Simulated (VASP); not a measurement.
ZnSn: relaxation of cell and atoms with PBE

Crystal: ZnSn.

```
Zn Sn
1.0
     3.51264    0.00000    0.00000
     0.00000    3.51264    0.00000
     0.00000    0.00000    3.51264
Zn Sn
1 1
Direct
  0.00000 0.00000 0.00000
  0.50000 0.50000 0.50000
```

- Program: VASP 6.6.1
- Task: relaxation of cell and atoms
- Functional: PBE
- Potentials or basis: VASP PAW PBE potentials, release 64 (Zn, Sn_d)
- Cutoff: 600 eV
- k mesh: 16 × 16 × 16
- Occupations: gaussian, width 0.1 eV
- Spin: no spin polarisation
- Dipole correction: no
- Further INCAR settings: ALGO = Normal; EDIFF = 1e-07; IBRION = 2; EDIFFG = -0.01; NSW = 100; ISIF = 3

* Relaxed volume: 22.19 Å³/atom
* Relaxed cell: a = 3.541 Å, b = 3.541 Å, c = 3.541 Å, α = 90.00°, β = 90.00°, γ = 90.00°
* Space group after relaxing (to 0.05 Å): Pm-3m (No. 221)
* Energy gained by relaxing: 1.9 meV/atom
* Ionic steps: 2
* Pressure after relaxing: 0.0 GPa
* Band gap on the k mesh: zero (band 13 reaches 9.87 eV, above the bottom of band 14 at 3.26 eV)

The path:
```tsv
step	energy change (eV)	largest force (eV/Å)	pressure (GPa)	volume (Å³)
1	0.0000	0.0000	1.22	43.34
2	-0.0037	0.0000	-0.04	44.38
```

Final structure:
```
Zn Sn
1.0
     3.54059    0.00000    0.00000
     0.00000    3.54059    0.00000
     0.00000    0.00000    3.54059
Zn Sn
1 1
Direct
  0.00000 0.00000 0.00000
  0.50000 0.50000 0.50000
```

Levels at points of the mesh, in eV from the Fermi level:
```
           k point  band 9  band 10  band 11  band 12  band 13  band 14  band 15  band 16  band 17
(0.00, 0.00, 0.00)   -7.04    -7.04    -7.04     1.28     1.28     1.28     1.60     5.52     5.52
(0.50, 0.00, 0.00)   -7.15    -7.15    -7.04    -6.01     4.03     4.03     5.37     5.51     5.81
(0.50, 0.50, 0.00)   -7.10    -6.95    -5.18    -3.61    -3.61    -2.57     5.36     7.56     8.21
(0.50, 0.50, 0.50)   -6.94    -6.94    -4.17    -0.64    -0.64    -0.64    -0.36     0.82     0.82
```

Run time: 120 s on 1 thread of Intel(R) Xeon(R) Platinum 8124M CPU @ 3.00GHz (Skylake/Cascade Lake), on a shared host, peak memory 0.29 GiB.

Caveat: spin-orbit coupling is left out, which moves the levels of the heavy elements.
